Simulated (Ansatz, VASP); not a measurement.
## MgB2: VASP beside Ansatz

INCAR

```
PREC = Accurate
ENCUT = 520
EDIFF = 1E-8
ISMEAR = -1
SIGMA = 0.05
LREAL = False
LASPH = True
NELM = 60
ALGO = Normal
ISIF = 2
LWAVE = False
LCHARG = False
GGA = CA
LEFG = True
NBANDS = 11
```

The input KPOINTS:

```
regular mesh
0
Gamma
  12 12 9
```

File POSCAR:

```
MgB2
1.0
    3.0746829003      0.0000000000      0.0000000000
   -1.5373414502      2.6627535003      0.0000000000
    0.0000000000      0.0000000000      3.5112173033
Mg B
1 2
Direct
    0.0000000000      0.0000000000      0.0000000000
    0.3333333333      0.6666666667      0.5000000000
    0.6666666667      0.3333333333      0.5000000000
```

Input for Ansatz:

```yaml
crystal:
  lattice:
    - [3.0746829003, 0.0, 0.0]
    - [-1.5373414502, 2.6627535003, 0.0]
    - [0.0, 0.0, 3.5112173033]
  atoms:
    - { symbol: Mg, position: [0.0, 0.0, 0.0] }
    - { symbol: B, position: [0.3333333333, 0.6666666667, 0.5] }
    - { symbol: B, position: [0.6666666667, 0.3333333333, 0.5] }
kpoints:
  mp_grid: { grid: [12, 12, 9] }
scf:
  occupations: { method: fermi_dirac, width: 0.05 }
hamiltonian:
  xc: lda
  pseudopotentials: { kind: paw }
output:
  forces: true
  stress: true
  eigenvalues: true
  efg: { contact_densities: true }
```

Change from the starting cell: volume scaled by 0.99, PAW files.

Alike in both runs: task electric field gradients; functional LDA; k mesh 12 × 12 × 9; occupations fermi-dirac, width 0.05 eV; no spin polarisation.

|  | VASP | Ansatz |
| --- | --- | --- |
| version | VASP 6.6.1 | Ansatz 0.2.0 |
| potentials or method | VASP PAW LDA potentials, release 64 (Mg, B) | PAW with Ansatz's default frozen-core files, scalar-relativistic |
| plane-wave cutoff (eV) | 520 | 420 |
| valence electrons in the cell | 8 | 16 |

|  | VASP | Ansatz | Ansatz less VASP |
| --- | --- | --- | --- |
| pressure (GPa) | -6.8 | -6.2 | +0.59 |
| traceless stress, the component that is largest in VASP (GPa) | 0.34 | 0.43 | +0.082 |
| size of Vzz on the site where it differs most (V/Å²) | 20.1 | 17.8 | -2.33 |

LDA's correlation is that of Perdew and Zunger in VASP and of Perdew and Wang (1992) in Ansatz. VASP's potentials hold 8 valence electrons a cell and Ansatz's 16, so a difference there can come from the potentials and not from the codes.
